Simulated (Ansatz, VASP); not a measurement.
One calculation of PbS, two programs

The input INCAR:

```
  PREC = Accurate
  ENCUT = 520
  EDIFF = 1E-6
  ISMEAR = 0
  SIGMA = 0.1
  LREAL = F
  LASPH = T
  NELM = 60
  ALGO = Normal
  ISIF = 2
  LWAVE = F
  LCHARG = F
  GGA = PS
  NBANDS = 17
```

The input KPOINTS:

```
Automatic mesh
0
Gamma
  12 12 12
```

POSCAR

```
PbS
1.0
    4.2541444307      0.0000000000      0.0000000000
   -2.1270722153      3.6841971484      0.0000000000
    0.0000000000      0.0000000000      3.5995541651
Pb S
1 1
Direct
    0.0000000000      0.0000000000      0.0000000000
    0.6666666700      0.3333333300      0.5000000000
```

Input for Ansatz:

```yaml
crystal:
  lattice:
    - [4.2541444307, 0.0, 0.0]
    - [-2.1270722153, 3.6841971484, 0.0]
    - [0.0, 0.0, 3.5995541651]
  atoms:
    - { symbol: Pb, position: [0.0, 0.0, 0.0] }
    - { symbol: S, position: [0.66666667, 0.33333333, 0.5] }
basis:
  ecutwfc: 420
kpoints:
  mp_grid: { grid: [12, 12, 12] }
hamiltonian:
  xc: pbesol
scf:
  occupations: { method: gaussian, width: 0.1 }
output:
  forces: true
  stress: true
  eigenvalues: true
```

Alike in both runs: task single point; functional PBEsol; k mesh 12 × 12 × 12; occupations gaussian, width 0.1 eV; no spin polarisation.

```csv
,VASP,Ansatz
version,VASP 6.6.1,Ansatz 0.2.0
potentials or method,"VASP PAW PBE potentials, release 64 (Pb_d, S), cutoff 520 eV","scalar-relativistic, plane waves, PAW"
valence electrons in the cell,20,20
```

VASP gave:

| Item | Value |
| --- | --- |
| gap on the k mesh at the Fermi level (eV) | none |
| pressure (GPa) | -3.1 |
| traceless stress, the component that is largest in VASP (GPa) | 3.66 |

Question: What did Ansatz give for the same quantities?

Answer: gap on the k mesh at the Fermi level (eV): none; pressure (GPa): -3.0; traceless stress, the component that is largest in VASP (GPa): 3.66.

VASP's potentials were made for PBE, not for PBEsol. A gap of «none» marks a metal or a gap that the smearing closes. The functional is the same, so the differences come from potentials, cutoffs and numerics.

Spin-orbit coupling is off throughout.
